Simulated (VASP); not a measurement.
# AlRu (Pm-3m) in VASP: a series of runs

Aim: see how the results for AlRu move with the level of theory and the settings. Levels: PBEsol, LDA, revPBE+D3(BJ), revPBE+D4. Tasks: single point.

Everything below comes from runs of VASP 6.6.1. Logs are shortened: lines on timing, memory, paths and dates and some standing lists are left out, and cuts for length are marked.

### Step 1. The cell of the first run

Symmetry: Pm-3m, No. 221, cubic system. Conventional cell: a = 2.931 Å, b = 2.931 Å, c = 2.931 Å, α = 90.00°, β = 90.00°, γ = 90.00°. Within 3.3 Å of Ru (site symmetry m-3m) lie 8 Al at 2.54 Å and 6 Ru at 2.93 Å. Al (site symmetry m-3m) has 8 Ru at 2.54 Å and 6 Al at 2.93 Å within 3.3 Å.

### Step 2. Single point, PBEsol (volume scaled by 0.94)

INCAR reads:

```
PREC = Accurate
ENCUT = 520
EDIFF = 1E-7
ISMEAR = -1
SIGMA = 0.05
LREAL = F
LASPH = T
NELM = 80
ALGO = Normal
ISIF = 2
LWAVE = F
LCHARG = F
GGA = PS
NBANDS = 16
```

KPOINTS reads:

```
Automatic mesh
0
Gamma
  9 9 9
```

POSCAR reads:

```
AlRu
1.0
    2.9305298028      0.0000000000      0.0000000000
    0.0000000000      2.9305298028      0.0000000000
    0.0000000000      0.0000000000      2.9305298028
Ru Al
1 1
Direct
    0.5000000000      0.5000000000      0.5000000000
    0.0000000000      0.0000000000      0.0000000000
```

Potentials or basis: VASP PAW PBE potentials, release 64 (Ru_pv, Al).

Run with:

```sh
$ cat potpaw_PBE.64/Ru_pv/POTCAR potpaw_PBE.64/Al/POTCAR > POTCAR
$ mpirun -np 1 vasp_std > vasp.out
```

OUTCAR:

```text
PREC = Accurate
   ENCUT = 520
   EDIFF = 1E-7
   ISMEAR = -1
   LREAL = F
   LASPH = T
   NELM = 80
   ISIF = 2
   GGA = PS

 ion  position               nearest neighbor table
   1  0.500  0.500  0.500-   2 2.54   2 2.54   2 2.54   2 2.54   2 2.54   2 2.54   2 2.54   2 2.54

   2  0.000  0.000  0.000-   1 2.54   1 2.54   1 2.54   1 2.54   1 2.54   1 2.54   1 2.54   1 2.54

  LATTYP: Found a simple cubic cell.
 ALAT       =     2.9305298028

  Lattice vectors:

 A1 = (   2.9305298028,   0.0000000000,   0.0000000000)
 A2 = (   0.0000000000,   2.9305298028,   0.0000000000)
 A3 = (   0.0000000000,   0.0000000000,   2.9305298028)

Analysis of symmetry for initial positions (statically):
=====================================================================
 Subroutine PRICEL returns:
 Original cell was already a primitive cell.

 Routine SETGRP: Setting up the symmetry group for a
 simple cubic supercell.

 Subroutine GETGRP returns: Found 48 space group operations
[... 9 lines left out ...]

 Routine SETGRP: Setting up the symmetry group for a
 simple cubic supercell.

 Subroutine GETGRP returns: Found 48 space group operations
[... 11 lines left out ...]
                                     Primitive cell

  volume of cell :      25.1674

  direct lattice vectors                    reciprocal lattice vectors
     2.930529803  0.000000000  0.000000000     0.341235226  0.000000000  0.000000000
     0.000000000  2.930529803  0.000000000     0.000000000  0.341235226  0.000000000
     0.000000000  0.000000000  2.930529803     0.000000000  0.000000000  0.341235226

  length of vectors
     2.930529803  2.930529803  2.930529803     0.341235226  0.341235226  0.341235226

  position of ions in fractional coordinates (direct lattice)
     0.500000000  0.500000000  0.500000000
     0.000000000  0.000000000  0.000000000

  ion indices of the primitive-cell ions
   primitive index   ion index
                 1           1
                 2           2

----------------------------------------------------------------------------------------

 KPOINTS: Automatic mesh

Automatic generation of k-mesh.
 Grid dimensions read from file:
 generate k-points for:    9    9    9

 Generating k-lattice:

  Cartesian coordinates                     Fractional coordinates (reciprocal lattice)
     0.037915025  0.000000000  0.000000000     0.111111111  0.000000000  0.000000000
     0.000000000  0.037915025  0.000000000     0.000000000  0.111111111  0.000000000
     0.000000000  0.000000000  0.037915025     0.000000000  0.000000000  0.111111111

  Length of vectors
     0.037915025  0.037915025  0.037915025

  Shift w.r.t. Gamma in fractional coordinates (k-lattice)
     0.000000000  0.000000000  0.000000000

 Subroutine IBZKPT returns following result:
 ===========================================

 Found     35 irreducible k-points:

 Following reciprocal coordinates:
            Coordinates               Weight
  0.000000  0.000000  0.000000      1.000000
  0.111111  0.000000  0.000000      6.000000
  0.222222  0.000000  0.000000      6.000000
  0.333333  0.000000  0.000000      6.000000
  0.444444  0.000000  0.000000      6.000000
  0.111111  0.111111  0.000000     12.000000
[... 16 lines left out ...]
  0.333333  0.333333  0.111111     24.000000
  0.444444  0.333333  0.111111     48.000000
 [... further k-points ...]
   k-points           NKPTS =     35   k-points in BZ     NKDIM =     35   number of bands    NBANDS=     16
   number of dos      NEDOS =    301   number of ions     NIONS =      2
   total plane-waves  NPLWV =  13824
   dimension x,y,z NGX =    24 NGY =   24 NGZ =   24
   dimension x,y,z NGXF=    48 NGYF=   48 NGZF=   48
   ions per type =               1   1
   NGX,Y,Z   is equivalent  to a cutoff of  13.61, 13.61, 13.61 a.u.
   NGXF,Y,Z  is equivalent  to a cutoff of  27.23, 27.23, 27.23 a.u.
 SYSTEM =  unknown system
   PREC   = accura    normal or accurate (medium, high low for compatibility)
   ISTART =      0    job   : 0-new  1-cont  2-samecut
   ICHARG =      2    charge: 1-file 2-atom 10-const
   ISPIN  =      1    spin polarized calculation?
   LNONCOLLINEAR =      F non collinear calculations
   LSORBIT =      F    spin-orbit coupling
   LASPH  =      T    aspherical Exc in radial PAW
   ENCUT  =  520.0 eV  38.22 Ry    6.18 a.u.   5.45  5.45  5.45*2*pi/ulx,y,z
   NELM   =     80;   NELMIN=  2; NELMDL= -5     # of ELM steps
   EDIFF  = 0.1E-06   stopping-criterion for ELM
   LREAL  =      F    real-space projection
   EDIFFG = 0.1E-05   stopping-criterion for IOM
   NSW    =      0    number of steps for IOM
   IBRION =     -1    ionic relax: 0-MD 1-quasi-New 2-CG
   NFREE  =      0    steps in history (QN), initial steepest desc. (CG)
   ISIF   =      2    stress and relaxation
   ISYM   =      2    0-nonsym 1-usesym 2-fastsym
   POTIM  = 0.5000    time-step for ionic-motion
   TEBEG  =    0.0;   TEEND  =   0.0 temperature during run
   PSTRESS=    0.0 pullay stress
   NELECT =      17.0000    total number of electrons
   NUPDOWN=      -1.0000    fix difference up-down
   EMIN   =  10.00;   EMAX   =-10.00  energy-range for DOS
   EFERMI =   0.00;   METHOD = LEGACY
   ISMEAR =    -1;   SIGMA  =   0.05  broadening in eV -4-tet -1-fermi 0-gaus
   EFERMI_NEDOS =   21; number of points for ismear=-14 and -15
   IALGO  =     38    algorithm
   IMIX   =      4    mixing-type and parameters
     AMIX     =   0.40;   BMIX     =  1.00
     AMIX_MAG =   1.60;   BMIX_MAG =  1.00
  volume/ion in A,a.u.               =      12.58        84.92
  Fermi-wavevector in a.u.,A,eV,Ry     =   1.436410  2.714421 28.072531  2.063273
  Thomas-Fermi vector in A             =   2.555601
   LORBIT       =      0    0 simple, 1 ext, 2 COOP (PROOUT), +10 PAW based schemes
   GGA     = PS    functional components
   LHFCALC =     F    Hartree Fock is set to
   AEXX    =    0.0000 exact exchange contribution
   IVDW    =     0    specifies the selected vdW correction
   LEPSILON=     F    determine dielectric tensor
   LRPA    =     F    only Hartree local field effects (RPA)
 non-spin polarized calculation
  energy-cutoff  :      520.00
  volume of cell :       25.17
 maximum number of plane-waves:       695
 NGX is ok and might be reduce to    24
   NGX = 11   NGY = 11   NGZ = 11

 number of electron      17.0000003 magnetization

 Free energy of the ion-electron system (eV)
  ---------------------------------------------------
  ext. energy  EPLUGINS =         0.00000000
  ---------------------------------------------------
  free energy    TOTEN  =       -15.48412911 eV

  energy without entropy =      -15.47030992  energy(sigma->0) =      -15.47721952

 E-fermi :  11.4088     XC(G=0): -13.0114

 val. band max:       11.3976981541   @ k =   0.4444   0.4444   0.1111
 cond. band min:      11.4102276826   @ k =   0.4444   0.1111   0.1111
 fundamental gap:      0.0125295286
 Fermi energy:        11.4088059753

 k-point     1 :       0.0000    0.0000    0.0000
  band No.  band energies     occupation
      1     -30.2636      2.00000
      2     -30.2636      2.00000
      3     -30.2636      2.00000
      4       1.4436      2.00000
      5       7.5451      2.00000
      6       7.5451      2.00000
[... 8 lines left out ...]
     15      23.4338      0.00000
     16      27.7818      0.00000

 k-point     2 :       0.1111    0.0000    0.0000
  band No.  band energies     occupation
      1     -30.2951      2.00000
      2     -30.2610      2.00000
      3     -30.2610      2.00000
      4       1.6934      2.00000
      5       7.6343      2.00000
      6       7.6386      2.00000
[... 8 lines left out ...]
     15      23.6768      0.00000
     16      28.5339      0.00000

 k-point     3 :       0.2222    0.0000    0.0000
  band No.  band energies     occupation
      1     -30.3744      2.00000
      2     -30.2542      2.00000
      3     -30.2542      2.00000
      4       2.4116      2.00000
      5       7.7481      2.00000
      6       7.8735      2.00000
[... 8 lines left out ...]
     15      24.6790      0.00000
     16      29.1077      0.00000

 k-point     4 :       0.3333    0.0000    0.0000
  band No.  band energies     occupation
      1     -30.4634      2.00000
      2     -30.2466      2.00000
      3     -30.2466      2.00000
      4       3.5115      2.00000
      5       7.3985      2.00000
      6       8.1732      2.00000
[... 8 lines left out ...]
     15      25.1892      0.00000
     16      27.1251      0.00000

 k-point     5 :       0.4444    0.0000    0.0000
  band No.  band energies     occupation
      1     -30.5209      2.00000
      2     -30.2416      2.00000
      3     -30.2416      2.00000
      4       4.8380      2.00000
      5       6.3671      2.00000
      6       8.3888      2.00000
[... 8 lines left out ...]
     15      25.3064      0.00000
     16      25.4212      0.00000

 k-point     6 :       0.1111    0.1111    0.0000
  band No.  band energies     occupation
      1     -30.2937      2.00000
      2     -30.2909      2.00000
      3     -30.2583      2.00000
      4       1.9383      2.00000
      5       7.7148      2.00000
      6       7.7492      2.00000
[... 8 lines left out ...]
     15      24.0443      0.00000
     16      29.1229      0.00000

 k-point     7 :       0.2222    0.1111    0.0000
  band No.  band energies     occupation
      1     -30.3712      2.00000
      2     -30.2851      2.00000
      3     -30.2515      2.00000
      4       2.6405      2.00000
      5       7.8331      2.00000
      6       7.9895      2.00000
[... 8 lines left out ...]
     15      25.3006      0.00000
     16      28.2833      0.00000

 k-point     8 :       0.3333    0.1111    0.0000
  band No.  band energies     occupation
      1     -30.4597      2.00000
      2     -30.2770      2.00000
      3     -30.2439      2.00000
      4       3.7109      2.00000
      5       7.4450      2.00000
      6       8.2894      2.00000
[... 8 lines left out ...]
     15      25.9748      0.00000
     16      26.4358      0.00000

 k-point     9 :       0.4444    0.1111    0.0000
  band No.  band energies     occupation
      1     -30.5169      2.00000
      2     -30.2717      2.00000
      3     -30.2388      2.00000
      4       5.0129      2.00000
      5       6.3827      2.00000
      6       8.5276      2.00000
[... 8 lines left out ...]
     15      24.1893      0.00000
     16      25.1935      0.00000
[... 172 lines left out ...]
 k-point    19 :       0.4444    0.1111    0.1111
  band No.  band energies     occupation
      1     -30.5130      2.00000
      2     -30.2697      2.00000
      3     -30.2680      2.00000
      4       5.1611      2.00000
      5       6.4665      2.00000
      6       8.6517      2.00000
[... 8 lines left out ...]
     15      23.4413      0.00000
     16      26.1878      0.00000

 k-point    20 :       0.2222    0.2222    0.1111
  band No.  band energies     occupation
      1     -30.3629      2.00000
      2     -30.3566      2.00000
      3     -30.2751      2.00000
      4       3.4883      2.00000
      5       8.0543      2.00000
      6       8.3532      2.00000
[... 8 lines left out ...]
     15      26.0806      0.00000
     16      26.2519      0.00000

 k-point    21 :       0.3333    0.2222    0.1111
  band No.  band energies     occupation
      1     -30.4468      2.00000
      2     -30.3503      2.00000
      3     -30.2670      2.00000
      4       4.3977      2.00000
      5       7.6354      2.00000
      6       8.5982      2.00000
[... 8 lines left out ...]
     15      24.6932      0.00000
     16      26.8458      0.00000

 k-point    22 :       0.4444    0.2222    0.1111
  band No.  band energies     occupation
      1     -30.5030      2.00000
      2     -30.3443      2.00000
      3     -30.2617      2.00000
      4       5.3808      2.00000
      5       6.8134      2.00000
      6       8.7945      2.00000
[... 8 lines left out ...]
     15      23.7734      0.00000
     16      25.9238      0.00000

 k-point    23 :       0.3333    0.3333    0.1111
  band No.  band energies     occupation
      1     -30.4386      2.00000
      2     -30.4337      2.00000
      3     -30.2589      2.00000
      4       4.9831      2.00000
      5       7.5337      2.00000
      6       8.8150      2.00000
[... 8 lines left out ...]
     15      25.4755      0.00000
     16      26.5215      0.00000

 k-point    24 :       0.4444    0.3333    0.1111
  band No.  band energies     occupation
      1     -30.4916      2.00000
      2     -30.4292      2.00000
      3     -30.2536      2.00000
      4       5.3649      2.00000
      5       7.4787      2.00000
      6       8.7858      2.00000
[... 8 lines left out ...]
     15      25.0883      0.00000
     16      25.5133      0.00000

 [... further k-points ...]
[... 5 lines left out ...]
  --------------------------------------------------------------------------------------
  -------------------------------------------------------------------------------------
  Total        1.7858225      1.7858225      1.7858225      0.0000000     -0.0000000      0.0000000
  in kB      113.6869039    113.6869039    113.6869039      0.0000000     -0.0000000      0.0000000
  external PRESSURE =     113.6869039 kB  Pullay stress =       0.0000000 kB

 VOLUME and BASIS-vectors are now :
 -----------------------------------------------------------------------------
  energy-cutoff  :      520.00
  volume of cell :       25.17
      direct lattice vectors                 reciprocal lattice vectors
     2.930529803  0.000000000  0.000000000     0.341235226  0.000000000  0.000000000
     0.000000000  2.930529803  0.000000000     0.000000000  0.341235226  0.000000000
     0.000000000  0.000000000  2.930529803     0.000000000  0.000000000  0.341235226

 POSITION                                       TOTAL-FORCE (eV/Angst)
 -----------------------------------------------------------------------------------
      1.46526      1.46526      1.46526         0.000000      0.000000      0.000000
      0.00000      0.00000      0.00000         0.000000      0.000000      0.000000
 -----------------------------------------------------------------------------------
    total drift:                                0.000000     -0.000000     -0.000000

  FREE ENERGIE OF THE ION-ELECTRON SYSTEM (eV)
  ---------------------------------------------------
  free  energy   TOTEN  =       -15.4841291113 eV

  energy  without entropy=      -15.4703099206  energy(sigma->0) =      -15.47721952
```

Run time: 10 s. Hardware: 1 thread of Intel Xeon 6975P-C, shared host; peak memory 0.14 GiB.

What came out:

| Quantity | Value |
| --- | --- |
| Free energy | -15.4841 eV |
| Pressure | 11.4 GPa |

Levels at points of the mesh, in eV from the Fermi level:
| k point | band 5 | band 6 | band 7 | band 8 | band 9 | band 10 | band 11 | band 12 | band 13 | band 14 |
| --- | --- | --- | --- | --- | --- | --- | --- | --- | --- | --- |
| (0.00, 0.00, 0.00) | -3.86 | -3.86 | 0.27 | 0.27 | 0.27 | 6.46 | 6.46 | 6.46 | 11.45 | 11.45 |

Caveat: the PAW data sets were made with another functional, which shifts forces and pressure a little.

### Step 3. Single point, LDA (volume scaled by 1.02)

INCAR reads:

```
SYSTEM = AlRu
PREC = Accurate
ENCUT = 520
EDIFF = 1E-6
ISMEAR = -1
SIGMA = 0.05
LREAL = .False.
LASPH = .True.
NELM = 80
ALGO = Fast
ISIF = 2
LWAVE = .False.
LCHARG = .False.
NBANDS = 16
```

KPOINTS reads:

```
Automatic mesh
0
Gamma
  9 9 9
  0 0 0
```

POSCAR reads:

```
AlRu
1.0
    3.0114124979      0.0000000000      0.0000000000
    0.0000000000      3.0114124979      0.0000000000
    0.0000000000      0.0000000000      3.0114124979
Ru Al
1 1
Direct
    0.5000000000      0.5000000000      0.5000000000
    0.0000000000      0.0000000000      0.0000000000
```

Potentials or basis: VASP PAW LDA potentials, release 64 (Ru_pv, Al).

Run with:

```sh
$ cat potpaw_LDA.64/Ru_pv/POTCAR potpaw_LDA.64/Al/POTCAR > POTCAR
$ mpirun -np 1 vasp_std > vasp.out
```

Run time: 7.8 s. Hardware: 1 thread of Intel Xeon 6975P-C, shared host; peak memory 0.13 GiB.

Results (log left out):

| Property | Result |
| --- | --- |
| Free energy | -16.1337 eV |
| Pressure | -11.5 GPa |

Levels at points of the mesh, in eV from the Fermi level:
```csv
k point,band 6,band 7,band 8,band 9,band 10,band 11,band 12,band 13
"(0.00, 0.00, 0.00)",-3.42,0.23,0.23,0.23,6.00,6.00,6.00,11.00
```

### Step 4. Single point, LDA (volume scaled by 1.04)

INCAR reads:

```
ALGO = Normal ; EDIFF = 1E-6
ENCUT = 520 ; ISIF = 2
ISMEAR = -1 ; LASPH = True
LCHARG = False ; LREAL = False
LWAVE = False ; NBANDS = 16
NELM = 60 ; PREC = Accurate
SIGMA = 0.05
```

KPOINTS reads:

```
k-points
0
Gamma
  9 9 9
```

POSCAR reads:

```
AlRu
1.0
    3.0309676725      0.0000000000      0.0000000000
    0.0000000000      3.0309676725      0.0000000000
    0.0000000000      0.0000000000      3.0309676725
Ru Al
1 1
Direct
    0.5000000000      0.5000000000      0.5000000000
    0.0000000000      0.0000000000      0.0000000000
```

Run with:

```sh
$ cat potpaw_LDA.64/Ru_pv/POTCAR potpaw_LDA.64/Al/POTCAR > POTCAR
$ mpirun -np 1 vasp_std > vasp.out
```

Wall time 7.3 s (1 thread of Intel Xeon 6975P-C, shared host); peak memory 0.13 GiB.

It converged, with:

```
Free energy : -16.0900 eV
Pressure    : -14.8 GPa
```

Levels at points of the mesh, in eV from the Fermi level:
```tsv
k point	band 5	band 6	band 7	band 8	band 9	band 10	band 11	band 12	band 13	band 14
(0.00, 0.00, 0.00)	-3.32	-3.32	0.22	0.22	0.22	5.91	5.91	5.91	10.88	10.88
```

(Continued in part 2 of 2.)
